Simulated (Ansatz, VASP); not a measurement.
**Two plane-wave programs on V**

```xyz
1
Lattice="-1.5130 1.5130 1.5130 1.5130 -1.5130 1.5130 1.5130 1.5130 -1.5130" Properties=species:S:1:pos:R:3 pbc="T T T"
V     0.0000    0.0000    0.0000
```

Alike in both runs: task single point; functional PBE; k mesh 6 × 6 × 6; occupations gaussian, width 0.1 eV; collinear spin; Hubbard terms V d U = 5.6 eV.

```csv
,VASP,Ansatz
version,VASP 6.6.1,Ansatz 0.2.0
potentials or method,"VASP PAW PBE potentials, release 64 (V_sv)","scalar-relativistic, plane waves, PAW"
plane-wave cutoff (eV),500,420
valence electrons in the cell,13,13
```

|  | VASP | Ansatz | Ansatz less VASP |
| --- | --- | --- | --- |
| gap on the k mesh at the Fermi level (eV) | none | none | - |
| net moment per atom (μB) | 1.90 | 2.25 | +0.343 |
| size of the moment on the site where the two differ most (μB) | 1.79 | 1.97 | +0.182 |

The net moments are unlike, so the other rows may belong to different states. Site moments also hang on the region over which each program counts them. The programs project onto different local orbitals, so the same U acts differently, and such runs can settle in different states. A gap of «none» marks a metal or a gap that the smearing closes. Ansatz's warnings: filled band counts differ across k points.

The k mesh is coarse, so the values compare programs but aren't converged.
